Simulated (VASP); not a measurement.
# MgO (I-4m2) in VASP: notebook

Aim: see how the results for MgO move with the level of theory and the settings. Levels: PBE, r2SCAN. Tasks: single point.

Everything below comes from runs of VASP 6.6.1. Logs are shortened: lines on timing, memory, paths and dates and some standing lists are left out, and cuts for length are marked.

**1. The cell of the first run**

Symmetry: I-4m2, No. 119, tetragonal system. Conventional cell: a = 3.356 Å, b = 3.356 Å, c = 4.265 Å, α = 90.00°, β = 90.00°, γ = 90.00°. Mg (site symmetry -4m2) has 4 O at 1.99 Å within 2.6 Å. Within 2.6 Å of O (site symmetry -4m2) lie 4 Mg at 1.99 Å.

**2. Single point, PBE (epitaxial xy strain +4.0%)**

Contents of INCAR:

```
SYSTEM = MgO
PREC = Accurate
ENCUT = 520
EDIFF = 1E-7
ISMEAR = 0
SIGMA = 0.01
LREAL = .FALSE.
LASPH = .TRUE.
NELM = 100
ALGO = Normal
ISIF = 2
LWAVE = .FALSE.
LCHARG = .TRUE.
GGA = PE
LELF = .TRUE.
LVHAR = .TRUE.
NBANDS = 11
```

Contents of KPOINTS:

```
regular mesh
0
G
  6 6 6
  0 0 0
```

Contents of POSCAR:

```
MgO
1.0
    0.0000000000      2.3732858892      2.1323010193
    2.3732858892      0.0000000000      2.1323010193
    2.3732858892      2.3732858892      0.0000000000
Mg O
1 1
Direct
    0.0000000000      0.0000000000      0.0000000000
    0.2500000000      0.2500000000      0.2500000000
```

Potentials or basis: VASP PAW PBE potentials, release 64 (Mg, O).

The run is started by

```sh
cat potpaw_PBE.64/Mg/POTCAR potpaw_PBE.64/O/POTCAR > POTCAR
mpirun -np 1 vasp_std > vasp.out
```

OUTCAR:

```text
SYSTEM = MgO
   PREC = Accurate
   ENCUT = 520
   EDIFF = 1E-7
   ISMEAR = 0
   LREAL = .FALSE.
   LASPH = .TRUE.
   NELM = 100
   ISIF = 2
   GGA = PE

 ion  position               nearest neighbor table
   1  0.000  0.000  0.000-   2 1.99   2 1.99   2 1.99   2 1.99
   2  0.250  0.250  0.250-   1 1.99   1 1.99   1 1.99   1 1.99

  LATTYP: Found a body centered tetragonal cell.
 ALAT       =     3.3563330919
 C/A-ratio  =     1.2706134707

  Lattice vectors:

 A1 = (   0.0000000000,  -2.3732858892,  -2.1323010193)
 A2 = (   0.0000000000,   2.3732858892,  -2.1323010193)
 A3 = (   2.3732858892,   0.0000000000,   2.1323010193)

Analysis of symmetry for initial positions (statically):
=====================================================================
 Subroutine PRICEL returns:
 Original cell was already a primitive cell.

 Routine SETGRP: Setting up the symmetry group for a
 body centered tetragonal supercell.

 Subroutine GETGRP returns: Found  8 space group operations
 (whereof  8 operations were pure point group operations)
 out of a pool of 16 trial point group operations.

The static configuration has the point symmetry D_2d.

Analysis of symmetry for dynamics (positions and initial velocities):
=====================================================================
 Subroutine PRICEL returns:
 Original cell was already a primitive cell.

 Routine SETGRP: Setting up the symmetry group for a
 body centered tetragonal supercell.

 Subroutine GETGRP returns: Found  8 space group operations
 (whereof  8 operations were pure point group operations)
 out of a pool of 16 trial point group operations.

The dynamic configuration has the point symmetry D_2d.

 Subroutine INISYM returns: Found  8 space group operations
 (whereof  8 operations are pure point group operations),
 and found     1 'primitive' translations

----------------------------------------------------------------------------------------

                                     Primitive cell

  volume of cell :      24.0203

  direct lattice vectors                    reciprocal lattice vectors
     0.000000000  2.373285889  2.132301019    -0.210678369  0.210678369  0.234488468
     2.373285889  0.000000000  2.132301019     0.210678369 -0.210678369  0.234488468
     2.373285889  2.373285889  0.000000000     0.210678369  0.210678369 -0.234488468

  length of vectors
     3.190484845  3.190484845  3.356333092     0.379151147  0.379151147  0.379151147

  position of ions in fractional coordinates (direct lattice)
     0.000000000  0.000000000  0.000000000
     0.250000000  0.250000000  0.250000000

  ion indices of the primitive-cell ions
   primitive index   ion index
                 1           1
                 2           2

----------------------------------------------------------------------------------------

 KPOINTS: regular mesh

Automatic generation of k-mesh.
 Grid dimensions read from file:
 generate k-points for:    6    6    6

 Generating k-lattice:

  Cartesian coordinates                     Fractional coordinates (reciprocal lattice)
    -0.035113061  0.035113061  0.039081411     0.166666667  0.000000000  0.000000000
     0.035113061 -0.035113061  0.039081411     0.000000000  0.166666667  0.000000000
     0.035113061  0.035113061 -0.039081411     0.000000000  0.000000000  0.166666667

  Length of vectors
     0.063191858  0.063191858  0.063191858

  Shift w.r.t. Gamma in fractional coordinates (k-lattice)
     0.000000000  0.000000000  0.000000000

 Subroutine IBZKPT returns following result:
 ===========================================

 Found     30 irreducible k-points:

 Following reciprocal coordinates:
            Coordinates               Weight
  0.000000  0.000000  0.000000      1.000000
  0.166667  0.000000  0.000000      8.000000
  0.333333  0.000000  0.000000      8.000000
  0.500000  0.000000  0.000000      4.000000
  0.166667  0.166667  0.000000      2.000000
  0.333333  0.166667  0.000000      8.000000
[... 16 lines left out ...]
  0.333333  0.000000  0.333333      4.000000
  0.500000  0.000000  0.333333     16.000000
 [... further k-points ...]
   k-points           NKPTS =     30   k-points in BZ     NKDIM =     30   number of bands    NBANDS=     11
   number of dos      NEDOS =    301   number of ions     NIONS =      2
   total plane-waves  NPLWV =  16128
   dimension x,y,z NGX =    24 NGY =   24 NGZ =   28
   dimension x,y,z NGXF=    48 NGYF=   48 NGZF=   56
   ions per type =               1   1
   NGX,Y,Z   is equivalent  to a cutoff of  12.51, 12.51, 13.87 a.u.
   NGXF,Y,Z  is equivalent  to a cutoff of  25.01, 25.01, 27.74 a.u.
 SYSTEM =  MgO
   PREC   = accura    normal or accurate (medium, high low for compatibility)
   ISTART =      0    job   : 0-new  1-cont  2-samecut
   ICHARG =      2    charge: 1-file 2-atom 10-const
   ISPIN  =      1    spin polarized calculation?
   LNONCOLLINEAR =      F non collinear calculations
   LSORBIT =      F    spin-orbit coupling
   LASPH  =      T    aspherical Exc in radial PAW
   ENCUT  =  520.0 eV  38.22 Ry    6.18 a.u.   5.93  5.93  6.24*2*pi/ulx,y,z
   NELM   =    100;   NELMIN=  2; NELMDL= -5     # of ELM steps
   EDIFF  = 0.1E-06   stopping-criterion for ELM
   LREAL  =      F    real-space projection
   EDIFFG = 0.1E-05   stopping-criterion for IOM
   NSW    =      0    number of steps for IOM
   IBRION =     -1    ionic relax: 0-MD 1-quasi-New 2-CG
   NFREE  =      0    steps in history (QN), initial steepest desc. (CG)
   ISIF   =      2    stress and relaxation
   ISYM   =      2    0-nonsym 1-usesym 2-fastsym
   POTIM  = 0.5000    time-step for ionic-motion
   TEBEG  =    0.0;   TEEND  =   0.0 temperature during run
   PSTRESS=    0.0 pullay stress
   NELECT =       8.0000    total number of electrons
   NUPDOWN=      -1.0000    fix difference up-down
   EMIN   =  10.00;   EMAX   =-10.00  energy-range for DOS
   EFERMI =   0.00;   METHOD = LEGACY
   ISMEAR =     0;   SIGMA  =   0.01  broadening in eV -4-tet -1-fermi 0-gaus
   EFERMI_NEDOS =   21; number of points for ismear=-14 and -15
   IALGO  =     38    algorithm
   IMIX   =      4    mixing-type and parameters
     AMIX     =   0.40;   BMIX     =  1.00
     AMIX_MAG =   1.60;   BMIX_MAG =  1.00
  volume/ion in A,a.u.               =      12.01        81.05
  Fermi-wavevector in a.u.,A,eV,Ry     =   1.134781  2.144425 17.520594  1.287727
  Thomas-Fermi vector in A             =   2.271485
   LORBIT       =      0    0 simple, 1 ext, 2 COOP (PROOUT), +10 PAW based schemes
   GGA     = PE    functional components
   LHFCALC =     F    Hartree Fock is set to
   AEXX    =    0.0000 exact exchange contribution
   IVDW    =     0    specifies the selected vdW correction
   LEPSILON=     F    determine dielectric tensor
   LRPA    =     F    only Hartree local field effects (RPA)
 non-spin polarized calculation
 Gauss-broadening in eV      SIGMA  =   0.01
  energy-cutoff  :      520.00
  volume of cell :       24.02
 maximum number of plane-waves:       660
   NGX = 11   NGY = 11   NGZ = 13

 number of electron       8.0000001 magnetization

 Free energy of the ion-electron system (eV)
  ---------------------------------------------------
  ext. energy  EPLUGINS =         0.00000000
  ---------------------------------------------------
  free energy    TOTEN  =       -11.68194612 eV

  energy without entropy =      -11.68194612  energy(sigma->0) =      -11.68194612

 E-fermi :   0.9458     XC(G=0):  -9.6836

 val. band max:        0.8826273179   @ k =   0.0000   0.0000   0.0000
 cond. band min:       4.3120493851   @ k =   0.0000   0.0000   0.0000
 fundamental gap:      3.4294220673
 Fermi energy:         0.9458497284

 k-point     1 :       0.0000    0.0000    0.0000
  band No.  band energies     occupation
      1     -15.1174      2.00000
      2       0.7085      2.00000
      3       0.7085      2.00000
      4       0.8826      2.00000
      5       4.3120      0.00000
      6      17.5052      0.00000
      7      17.5052      0.00000
      8      17.5353      0.00000
      9      19.3664      0.00000
     10      20.0887      0.00000
     11      20.0887      0.00000

 k-point     2 :       0.1667    0.0000    0.0000
  band No.  band energies     occupation
      1     -14.9619      2.00000
      2      -0.3091      2.00000
      3       0.6181      2.00000
      4       0.8076      2.00000
      5       5.6243      0.00000
      6      15.2318      0.00000
      7      16.4897      0.00000
      8      17.7139      0.00000
      9      18.8848      0.00000
     10      19.0749      0.00000
     11      21.4310      0.00000

 k-point     3 :       0.3333    0.0000    0.0000
  band No.  band energies     occupation
      1     -14.6322      2.00000
      2      -1.7000      2.00000
      3       0.4449      2.00000
      4       0.7786      2.00000
      5       7.7187      0.00000
      6      12.2955      0.00000
      7      14.9352      0.00000
      8      17.0186      0.00000
      9      19.4726      0.00000
     10      20.7369      0.00000
     11      21.4896      0.00000

 k-point     4 :       0.5000    0.0000    0.0000
  band No.  band energies     occupation
      1     -14.4565      2.00000
      2      -2.2578      2.00000
      3       0.3617      2.00000
      4       0.7651      2.00000
      5       9.3440      0.00000
      6      10.3967      0.00000
      7      14.3890      0.00000
      8      16.4960      0.00000
      9      19.9192      0.00000
     10      22.1092      0.00000
     11      22.9064      0.00000
[... 239 lines left out ...]
 k-point    22 :      -0.3333    0.5000    0.1667
  band No.  band energies     occupation
      1     -14.2077      2.00000
      2      -1.0539      2.00000
      3      -0.7369      2.00000
      4      -0.3335      2.00000
      5       7.9486      0.00000
      6      11.9416      0.00000
      7      14.6785      0.00000
      8      15.1921      0.00000
      9      18.2350      0.00000
     10      23.3572      0.00000
     11      24.3037      0.00000

 k-point    23 :       0.3333    0.0000    0.3333
  band No.  band energies     occupation
      1     -14.5233      2.00000
      2      -1.5170      2.00000
      3       0.3183      2.00000
      4       0.3415      2.00000
      5       7.2660      0.00000
      6      12.1644      0.00000
      7      14.8185      0.00000
      8      16.6420      0.00000
      9      18.4235      0.00000
     10      22.3825      0.00000
     11      25.1648      0.00000

 k-point    24 :       0.5000    0.0000    0.3333
  band No.  band energies     occupation
      1     -14.3514      2.00000
      2      -1.6832      2.00000
      3      -0.2304      2.00000
      4       0.2981      2.00000
      5       7.7993      0.00000
      6      11.9223      0.00000
      7      14.1522      0.00000
      8      17.0028      0.00000
      9      18.3277      0.00000
     10      23.3194      0.00000
     11      24.6680      0.00000

 [... further k-points ...]
[... 5 lines left out ...]
  --------------------------------------------------------------------------------------
  -------------------------------------------------------------------------------------
  Total        0.0938380      0.0938380      0.4568275      0.0000000      0.0000000     -0.0000000
  in kB        6.2590814      6.2590814     30.4708272      0.0000000      0.0000000     -0.0000000
  external PRESSURE =      14.3296634 kB  Pullay stress =       0.0000000 kB

 VOLUME and BASIS-vectors are now :
 -----------------------------------------------------------------------------
  energy-cutoff  :      520.00
  volume of cell :       24.02
      direct lattice vectors                 reciprocal lattice vectors
     0.000000000  2.373285889  2.132301019    -0.210678369  0.210678369  0.234488468
     2.373285889  0.000000000  2.132301019     0.210678369 -0.210678369  0.234488468
     2.373285889  2.373285889  0.000000000     0.210678369  0.210678369 -0.234488468

 POSITION                                       TOTAL-FORCE (eV/Angst)
 -----------------------------------------------------------------------------------
      0.00000      0.00000      0.00000         0.000000      0.000000      0.000000
      1.18664      1.18664      1.06615        -0.000000     -0.000000      0.000000
 -----------------------------------------------------------------------------------
    total drift:                               -0.000002     -0.000002      0.000000

  FREE ENERGIE OF THE ION-ELECTRON SYSTEM (eV)
  ---------------------------------------------------
  free  energy   TOTEN  =       -11.6819461208 eV

  energy  without entropy=      -11.6819461208  energy(sigma->0) =      -11.68194612
```

It took 5.3 s on 1 thread of Intel Xeon 6975P-C, shared host; peak memory 0.14 GiB.

What came out:

```yaml
Free_energy: -11.6819 eV
Pressure: 1.4 GPa
Band_gap_on_the_k_mesh: 3.43 eV, direct
```

Caveat: the cell differs from its parent crystal (epitaxial xy strain +4.0%).

**3. Single point, PBE (epitaxial xy strain +4.0%)**

Contents of INCAR:

```
SYSTEM = MgO
PREC = Accurate ; ENCUT = 520
EDIFF = 1E-6 ; ISMEAR = -1
SIGMA = 0.02 ; LREAL = .FALSE.
LASPH = .TRUE. ; NELM = 80
ALGO = Normal ; ISIF = 2
LWAVE = .FALSE. ; LCHARG = .TRUE.
GGA = PE ; LELF = .TRUE.
LVHAR = .TRUE. ; NBANDS = 11
```

Contents of KPOINTS:

```
regular mesh
0
G
  10 10 10
  0 0 0
```

POSCAR is that of step 2.

Potentials or basis: VASP PAW PBE potentials, release 64 (Mg, O).

The run is started by

```sh
cat potpaw_PBE.64/Mg/POTCAR potpaw_PBE.64/O/POTCAR > POTCAR
mpirun -np 1 vasp_std > vasp.out
```

It took 17 s on 1 thread of Intel Xeon 6975P-C, shared host; peak memory 0.16 GiB.

The run converged. Its results:

```
Free energy            : -11.6821 eV
Pressure               : 1.4 GPa
Band gap on the k mesh : 3.43 eV, direct
```

Stress tensor (GPa, compression positive):
```
0.61 0.00 0.00
0.00 0.61 0.00
0.00 0.00 3.03
```

Levels at points of the mesh, in eV from the valence-band top:
| k point | band 1 | band 2 | band 3 | band 4 | band 5 | band 6 | band 7 | band 8 | band 9 |
| --- | --- | --- | --- | --- | --- | --- | --- | --- | --- |
| (0.00, 0.00, 0.00) | -16.00 | -0.17 | -0.17 | 0.00 | 3.43 | 16.62 | 16.62 | 16.65 | 18.48 |
| (0.50, 0.00, 0.00) | -15.34 | -3.14 | -0.52 | -0.12 | 8.46 | 9.51 | 13.51 | 15.61 | 19.04 |
| (0.50, 0.50, 0.00) | -15.06 | -2.27 | -1.17 | -1.17 | 6.21 | 10.92 | 14.60 | 15.66 | 15.66 |
| (0.50, 0.00, 0.50) | -15.19 | -2.79 | -0.72 | -0.67 | 6.14 | 11.26 | 13.73 | 15.83 | 17.86 |

Caveat: the cell differs from its parent crystal (epitaxial xy strain +4.0%).

**4. Single point, r2SCAN (epitaxial xy strain +4.0%)**

POSCAR is that of step 3.

Contents of INCAR.step1:

```
ALGO = Normal ; EDIFF = 1E-4
ENCUT = 520 ; GGA = PE
ISMEAR = 0 ; LASPH = T
LCHARG = F ; LREAL = F
LWAVE = T ; NBANDS = 11
NELM = 80 ; PREC = Accurate
SIGMA = 0.01
```

Contents of INCAR.step2:

```
ALGO = Normal ; EDIFF = 1E-6
ENCUT = 520 ; ISIF = 2
ISMEAR = 0 ; ISTART = 1
LASPH = T ; LCHARG = F
LMIXTAU = T ; LREAL = F
LWAVE = F ; METAGGA = R2SCAN
NBANDS = 11 ; NELM = 80
PREC = Accurate ; SIGMA = 0.01
```

Contents of KPOINTS:

```
k-points
0
Gamma
  10 10 10
```

The run is started by

```sh
cat potpaw_PBE.64/Mg/POTCAR potpaw_PBE.64/O/POTCAR > POTCAR
cp INCAR.step1 INCAR
mpirun -np 1 vasp_std > vasp.out
cp INCAR.step2 INCAR
mpirun -np 1 vasp_std > vasp.out
```

It took 69 s on 1 thread of Intel Xeon 6975P-C, shared host; peak memory 0.17 GiB.

It converged, with:

```
Free energy            : -15.8330 eV
Pressure               : -2.5 GPa
Band gap on the k mesh : 4.11 eV, direct
```

Stress tensor (GPa, compression positive):
```
-3.56  0.00  0.00
 0.00 -3.56  0.00
 0.00  0.00 -0.52
```

Levels at points of the mesh, in eV from the valence-band top:
```tsv
k point	band 1	band 2	band 3	band 4	band 5	band 6	band 7	band 8	band 9
(0.00, 0.00, 0.00)	-16.93	-0.18	-0.18	0.00	4.11	17.72	17.73	17.73	19.52
(0.50, 0.00, 0.00)	-16.30	-3.12	-0.53	-0.12	9.29	10.36	14.41	16.56	20.22
(0.50, 0.50, 0.00)	-16.02	-2.27	-1.19	-1.19	6.89	11.83	15.84	16.76	16.77
(0.50, 0.00, 0.50)	-16.16	-2.78	-0.73	-0.68	6.83	12.17	14.91	16.90	19.07
```

Caveat: the cell differs from its parent crystal (epitaxial xy strain +4.0%); the PAW data sets were made with another functional, which shifts forces and pressure a little.

**5. Summary**

| level | k mesh | smearing | gap on the mesh (eV) | pressure (GPa) |
| --- | --- | --- | --- | --- |
| PBE | 6 × 6 × 6 | gaussian 0.01 eV | 3.43 | 1.4 |
| PBE | 10 × 10 × 10 | fermi-dirac 0.02 eV | 3.43 | 1.4 |
| r2SCAN | 10 × 10 × 10 | gaussian 0.01 eV | 4.11 | -2.5 |

Alike in all rows: task single point; potentials or basis VASP PAW PBE potentials, release 64 (Mg, O); no spin polarisation; cell as given; cutoff (eV) 520.

Caveats: the PAW data sets were made with another functional, which shifts forces and pressure a little (some runs).

Total energies depend on the potentials used, so only differences within one code and one set of settings carry meaning.
